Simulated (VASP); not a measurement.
Set up this calculation in VASP 6.6.1, as the native input.

```
Task                   : single point
Functional             : PBE
Potentials or basis    : VASP PAW PBE potentials, release 64 (Ag)
Cutoff                 : 520 eV
k mesh                 : 18 × 18 × 18
Occupations            : gaussian, width 0.1 eV
Spin                   : no spin polarisation
Dipole correction      : no
Further INCAR settings : ALGO = Fast; EDIFF = 1e-06; NBANDS = 24
```

The structure of Ag lies in POSCAR:

```
Ag
1.0
    1.4823180435      0.8558167214      7.2544468796
   -1.4823180435      0.8558167214      7.2544468796
    0.0000000000     -1.7116334429      7.2544468796
Ag
3
Direct
    0.0000000000      0.0000000000      0.0000000000
    0.7777073670      0.7777073670      0.7777073670
    0.2222926330      0.2222926330      0.2222926330
```

The input as run:

INCAR

```
SYSTEM = Ag
  PREC = Accurate
  ENCUT = 520
  EDIFF = 1E-6
  ISMEAR = 0
  SIGMA = 0.1
  LREAL = .False.
  LASPH = .True.
  NELM = 100
  ALGO = Fast
  ISIF = 2
  LWAVE = .False.
  LCHARG = .False.
  GGA = PE
  NBANDS = 24
```

KPOINTS

```
regular mesh
0
Gamma
  18 18 18
  0 0 0
```

Potentials or basis: VASP PAW PBE potentials, release 64 (Ag).

Command:

```console
$ cat potpaw_PBE.64/Ag/POTCAR > POTCAR
$ mpirun -np 1 vasp_std > vasp.out
```

Results of the run:

| Item | Value |
| --- | --- |
| Pressure | -2.5 GPa |
| Band gap on the k mesh | zero (an odd number of electrons rules out a gap without spin polarisation) |

It took 27 min on 1 thread of Intel(R) Xeon(R) 6975P-C (Granite Rapids), with other jobs on the host, peak memory 0.87 GiB.
